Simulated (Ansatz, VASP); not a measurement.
One calculation of CuO, two programs

```
Cu O
1.0
     2.01088   -2.17509    0.00000
     2.01088    2.17509    0.00000
     0.00000    0.00000    5.15593
Cu O
2 2
Direct
  0.50000 0.00000 0.00000
  0.00000 0.50000 0.50000
  0.50000 0.50000 0.25000
  0.50000 0.50000 0.75000
```

Alike in both runs: functional PBE; k mesh 8 × 8 × 5; occupations fermi-dirac, width 0.05 eV; no spin polarisation.

|  | VASP | Ansatz |
| --- | --- | --- |
| version | VASP 6.6.1 | Ansatz 0.2.0 |
| potentials or method | VASP PAW PBE potentials, release 64 (Cu, O) | Ansatz PAW |
| plane-wave cutoff (eV) | 520 | 420 |
| valence electrons in the cell | 34 | 50 |
| task | single point | band structure |

|  | VASP | Ansatz | Ansatz less VASP |
| --- | --- | --- | --- |
| gap on the k mesh at the Fermi level (eV) | none | none | - |
| pressure (GPa) | -0.6 | -1.2 | -0.64 |
| traceless stress, the component that is largest in VASP (GPa) | -0.75 | -0.71 | +0.039 |

A gap of «none» marks a metal or a gap that the smearing closes. VASP's potentials hold 34 valence electrons a cell and Ansatz's 50, so a difference there can come from the potentials and not from the codes.
